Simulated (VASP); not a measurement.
# Ga2SnSe3 (P-6m2) in VASP: further runs, part 3 of 3

VASP 6.6.1.

### Step 5. Single point, PBE

This run uses another cell than the first one, of 32.43 Å³/atom, 1.342 times its volume.

INCAR

```
SYSTEM = Ga2SnSe3
PREC = Accurate ; ENCUT = 520
EDIFF = 1E-6 ; ISMEAR = 0
SIGMA = 0.1 ; LREAL = .FALSE.
LASPH = .TRUE. ; NELM = 100
ALGO = Normal ; ISIF = 2
LWAVE = .FALSE. ; LCHARG = .FALSE.
GGA = PE ; NBANDS = 38
```

KPOINTS

```
Automatic mesh
0
G
  12 12 6
  0 0 0
```

POSCAR

```
Ga2SnSe3
1.0
    5.1439593360      0.0000000000      0.0000000000
   -2.5719796680      4.4547994610      0.0000000000
    0.0000000000      0.0000000000      8.4903716464
Ga Sn Se
2 1 3
Direct
    0.6666666667      0.3333333333      0.5000000000
    0.3333333333      0.6666666667      0.0000000000
    0.6666666667      0.3333333333      0.0000000000
    0.0000000000      0.0000000000      0.3597768674
    0.0000000000      0.0000000000      0.6402231326
    0.0000000000      0.0000000000      0.0000000000
```

Potentials or basis: VASP PAW PBE potentials, release 64 (Ga_d, Sn_d, Se).

Started as:

```
$ cat potpaw_PBE.64/Ga_d/POTCAR potpaw_PBE.64/Sn_d/POTCAR potpaw_PBE.64/Se/POTCAR > POTCAR
$ mpirun -np 1 vasp_std > vasp.out
```

OUTCAR:

```text
SYSTEM = Ga2SnSe3
   PREC = Accurate
   ENCUT = 520
   EDIFF = 1E-6
   ISMEAR = 0
   LREAL = .FALSE.
   LASPH = .TRUE.
   NELM = 100
   ISIF = 2
   GGA = PE

 ion  position               nearest neighbor table
   1  0.667  0.333  0.500-
   2  0.333  0.667  0.000-   3 2.97   3 2.97   3 2.97
   3  0.667  0.333  0.000-   2 2.97   6 2.97   2 2.97   6 2.97   6 2.97   2 2.97
   4  0.000  0.000  0.360-   5 2.38
   5  0.000  0.000  0.640-   4 2.38
   6  0.000  0.000  0.000-   3 2.97   3 2.97   3 2.97

  LATTYP: Found a hexagonal cell.
 ALAT       =     5.1439593360
 C/A-ratio  =     1.6505518593

  Lattice vectors:

 A1 = (   5.1439593360,   0.0000000000,   0.0000000000)
 A2 = (  -2.5719796680,   4.4547994610,   0.0000000000)
 A3 = (   0.0000000000,   0.0000000000,   8.4903716464)

Analysis of symmetry for initial positions (statically):
=====================================================================
 Subroutine PRICEL returns:
 Original cell was already a primitive cell.

 Routine SETGRP: Setting up the symmetry group for a
 hexagonal supercell.

 Subroutine GETGRP returns: Found 12 space group operations
 (whereof 12 operations were pure point group operations)
 out of a pool of 24 trial point group operations.

The static configuration has the point symmetry D_3h.

Analysis of symmetry for dynamics (positions and initial velocities):
=====================================================================
 Subroutine PRICEL returns:
 Original cell was already a primitive cell.

 Routine SETGRP: Setting up the symmetry group for a
 hexagonal supercell.

 Subroutine GETGRP returns: Found 12 space group operations
 (whereof 12 operations were pure point group operations)
 out of a pool of 24 trial point group operations.

The dynamic configuration has the point symmetry D_3h.

 Subroutine INISYM returns: Found 12 space group operations
 (whereof 12 operations are pure point group operations),
 and found     1 'primitive' translations

----------------------------------------------------------------------------------------

                                     Primitive cell

  volume of cell :     194.5595

  direct lattice vectors                    reciprocal lattice vectors
     5.143959336  0.000000000  0.000000000     0.194402781  0.112238498  0.000000000
    -2.571979668  4.454799461  0.000000000     0.000000000  0.224476996  0.000000000
     0.000000000  0.000000000  8.490371646     0.000000000  0.000000000  0.117780474

  length of vectors
     5.143959336  5.143959336  8.490371646     0.224476996  0.224476996  0.117780474

  position of ions in fractional coordinates (direct lattice)
     0.666666667  0.333333333  0.500000000
     0.333333333  0.666666667  0.000000000
     0.666666667  0.333333333  0.000000000
     0.000000000  0.000000000  0.359776867
     0.000000000  0.000000000  0.640223133
     0.000000000  0.000000000  0.000000000

  ion indices of the primitive-cell ions
   primitive index   ion index
                 1           1
                 2           2
                 3           3
                 4           4
                 5           5
                 6           6

----------------------------------------------------------------------------------------

 KPOINTS: Automatic mesh

Automatic generation of k-mesh.
 Grid dimensions read from file:
 generate k-points for:   12   12    6

 Generating k-lattice:

  Cartesian coordinates                     Fractional coordinates (reciprocal lattice)
     0.016200232  0.009353208  0.000000000     0.083333333 -0.000000000  0.000000000
     0.000000000  0.018706416  0.000000000     0.000000000  0.083333333  0.000000000
     0.000000000  0.000000000  0.019630079     0.000000000  0.000000000  0.166666667

  Length of vectors
     0.018706416  0.018706416  0.019630079

  Shift w.r.t. Gamma in fractional coordinates (k-lattice)
     0.000000000  0.000000000  0.000000000

 Subroutine IBZKPT returns following result:
 ===========================================

 Found     76 irreducible k-points:

 Following reciprocal coordinates:
            Coordinates               Weight
  0.000000  0.000000  0.000000      1.000000
  0.083333 -0.000000  0.000000      6.000000
  0.166667 -0.000000  0.000000      6.000000
  0.250000 -0.000000  0.000000      6.000000
  0.333333  0.000000  0.000000      6.000000
  0.416667 -0.000000  0.000000      6.000000
[... 16 lines left out ...]
  0.250000 -0.000000  0.166667     12.000000
  0.333333  0.000000  0.166667     12.000000
 [... further k-points ...]
   k-points           NKPTS =     76   k-points in BZ     NKDIM =     76   number of bands    NBANDS=     38
   number of dos      NEDOS =    301   number of ions     NIONS =      6
   total plane-waves  NPLWV = 102400
   dimension x,y,z NGX =    40 NGY =   40 NGZ =   64
   dimension x,y,z NGXF=    80 NGYF=   80 NGZF=  128
   ions per type =               2   1   3
   NGX,Y,Z   is equivalent  to a cutoff of  12.93, 12.93, 12.53 a.u.
   NGXF,Y,Z  is equivalent  to a cutoff of  25.85, 25.85, 25.06 a.u.
 SYSTEM =  Ga2SnSe3
   PREC   = accura    normal or accurate (medium, high low for compatibility)
   ISTART =      0    job   : 0-new  1-cont  2-samecut
   ICHARG =      2    charge: 1-file 2-atom 10-const
   ISPIN  =      1    spin polarized calculation?
   LNONCOLLINEAR =      F non collinear calculations
   LSORBIT =      F    spin-orbit coupling
   LASPH  =      T    aspherical Exc in radial PAW
   ENCUT  =  520.0 eV  38.22 Ry    6.18 a.u.   9.56  9.56 15.79*2*pi/ulx,y,z
   NELM   =    100;   NELMIN=  2; NELMDL= -5     # of ELM steps
   EDIFF  = 0.1E-05   stopping-criterion for ELM
   LREAL  =      F    real-space projection
   EDIFFG = 0.1E-04   stopping-criterion for IOM
   NSW    =      0    number of steps for IOM
   IBRION =     -1    ionic relax: 0-MD 1-quasi-New 2-CG
   NFREE  =      0    steps in history (QN), initial steepest desc. (CG)
   ISIF   =      2    stress and relaxation
   ISYM   =      2    0-nonsym 1-usesym 2-fastsym
   POTIM  = 0.5000    time-step for ionic-motion
   TEBEG  =    0.0;   TEEND  =   0.0 temperature during run
   PSTRESS=    0.0 pullay stress
   NELECT =      58.0000    total number of electrons
   NUPDOWN=      -1.0000    fix difference up-down
   EMIN   =  10.00;   EMAX   =-10.00  energy-range for DOS
   EFERMI =   0.00;   METHOD = LEGACY
   ISMEAR =     0;   SIGMA  =   0.10  broadening in eV -4-tet -1-fermi 0-gaus
   EFERMI_NEDOS =   21; number of points for ismear=-14 and -15
   IALGO  =     38    algorithm
   IMIX   =      4    mixing-type and parameters
     AMIX     =   0.40;   BMIX     =  1.00
     AMIX_MAG =   1.60;   BMIX_MAG =  1.00
  volume/ion in A,a.u.               =      32.43       218.83
  Fermi-wavevector in a.u.,A,eV,Ry     =   1.093621  2.066643 16.272651  1.196006
  Thomas-Fermi vector in A             =   2.229910
   LORBIT       =      0    0 simple, 1 ext, 2 COOP (PROOUT), +10 PAW based schemes
   GGA     = PE    functional components
   LHFCALC =     F    Hartree Fock is set to
   AEXX    =    0.0000 exact exchange contribution
   IVDW    =     0    specifies the selected vdW correction
   LEPSILON=     F    determine dielectric tensor
   LRPA    =     F    only Hartree local field effects (RPA)
 non-spin polarized calculation
 Gauss-broadening in eV      SIGMA  =   0.10
  energy-cutoff  :      520.00
  volume of cell :      194.56
 maximum number of plane-waves:      5282
 NGX is ok and might be reduce to    40
   NGX = 19   NGY = 19   NGZ = 31

 number of electron      57.9999989 magnetization

 Free energy of the ion-electron system (eV)
  ---------------------------------------------------
  ext. energy  EPLUGINS =         0.00000000
  ---------------------------------------------------
  free energy    TOTEN  =       -18.96797164 eV

  energy without entropy =      -18.94737408  energy(sigma->0) =      -18.95767286

 E-fermi :   2.0450     XC(G=0):  -8.2893

 val. band max:        2.0446501695   @ k =   0.2500   0.0833   0.5000
 cond. band min:       2.0522327850   @ k =   0.3333   0.0000   0.5000
 fundamental gap:      0.0075826156
 Fermi energy:         2.0449650087

 k-point     1 :       0.0000    0.0000    0.0000
  band No.  band energies     occupation
      1     -19.8792      2.00000
      2     -19.8413      2.00000
      3     -19.8413      2.00000
      4     -19.7983      2.00000
      5     -19.7983      2.00000
      6     -13.0352      2.00000
[... 973 lines left out ...]
     37       6.4900      0.00000
     38       6.8874      0.00000

 [... further k-points ...]
[... 5 lines left out ...]
  --------------------------------------------------------------------------------------
  -------------------------------------------------------------------------------------
  Total       -0.0037049     -0.0037049      0.0139546      0.0000000     -0.0000000      0.0000000
  in kB       -0.0305098     -0.0305098      0.1149148      0.0000000     -0.0000000      0.0000000
  external PRESSURE =       0.0179651 kB  Pullay stress =       0.0000000 kB

 VOLUME and BASIS-vectors are now :
 -----------------------------------------------------------------------------
  energy-cutoff  :      520.00
  volume of cell :      194.56
      direct lattice vectors                 reciprocal lattice vectors
     5.143959336  0.000000000  0.000000000     0.194402781  0.112238498  0.000000000
    -2.571979668  4.454799461  0.000000000     0.000000000  0.224476996  0.000000000
     0.000000000  0.000000000  8.490371646     0.000000000  0.000000000  0.117780474

 POSITION                                       TOTAL-FORCE (eV/Angst)
 -----------------------------------------------------------------------------------
      2.57198      1.48493      4.24519        -0.000000     -0.000000      0.000000
     -0.00000      2.96987      0.00000         0.000000      0.000000      0.000000
      2.57198      1.48493      0.00000        -0.000000      0.000000      0.000000
      0.00000      0.00000      3.05464        -0.000000      0.000000     -0.023087
      0.00000      0.00000      5.43573        -0.000000      0.000000      0.023087
      0.00000      0.00000      0.00000        -0.000000      0.000000      0.000000
 -----------------------------------------------------------------------------------
    total drift:                                0.000000     -0.000000      0.000000

  FREE ENERGIE OF THE ION-ELECTRON SYSTEM (eV)
  ---------------------------------------------------
  free  energy   TOTEN  =       -18.9679716399 eV

  energy  without entropy=      -18.9473740833  energy(sigma->0) =      -18.95767286
```

Wall time 5.9 min (1 thread of Intel Xeon Platinum 8488C (Sapphire Rapids), shared host); peak memory 0.67 GiB.

Results:

```
Free energy            : -18.9680 eV
Pressure               : 0.0 GPa
Largest force          : 0.023 eV/Å
Band gap on the k mesh : zero (band 29 reaches 2.20 eV, above the bottom of band 30 at 1.74 eV)
```

Forces in eV/Å, atoms in the order of the input:
```
Ga   0.000  0.000  0.000
Ga   0.000  0.000  0.000
Sn   0.000  0.000  0.000
Se   0.000  0.000 -0.023
Se   0.000  0.000  0.023
Se   0.000  0.000  0.000
```

Caveat: spin-orbit coupling is left out, which moves the levels of the heavy elements.

### Step 6. Overview

| task | cell | k mesh | cutoff (eV) | gap on the mesh (eV) | pressure (GPa) | largest force (eV/Å) |
| --- | --- | --- | --- | --- | --- | --- |
| single point | a = 4.592, b = 4.592, c = 7.936 Å, angles 90.0, 90.0, 120.0°, 6 atoms | 6 × 6 × 2 | 520 | none | 15.3 | 2.09 |
| single point | a = 5.097, b = 5.097, c = 8.647 Å, angles 90.0, 90.0, 120.0°, 6 atoms | 6 × 6 × 2 | 520 | none | 0.2 | 0.01 |
| relaxation of cell and atoms | relaxed from a = 4.592, b = 4.592, c = 7.936 Å, angles 90.0, 90.0, 120.0°, 6 atoms | 6 × 6 × 2 | 600 | none | 0.0 | - |
| single point | a = 5.144, b = 5.144, c = 8.490 Å, angles 90.0, 90.0, 120.0°, 6 atoms | 12 × 12 × 6 | 520 | none | 0.0 | 0.02 |

Alike in all rows: level PBE; potentials or basis VASP PAW PBE potentials, release 64 (Ga_d, Sn_d, Se); no spin polarisation; smearing gaussian 0.1 eV.

Caveats: some runs use coarse meshes; spin-orbit coupling is left out, which moves the levels of the heavy elements; forces of over 1 eV/Å act on the atoms, so gaps and moduli don't describe the material at rest (some runs); the volume moved by over 15 % at a fixed basis, so the end points are rough (some runs); this functional lacks dispersion, which binds the layers, so the pressure and a relaxed spacing across them are unreliable (some runs).

Absolute energies hang on the potentials; compare differences alone.
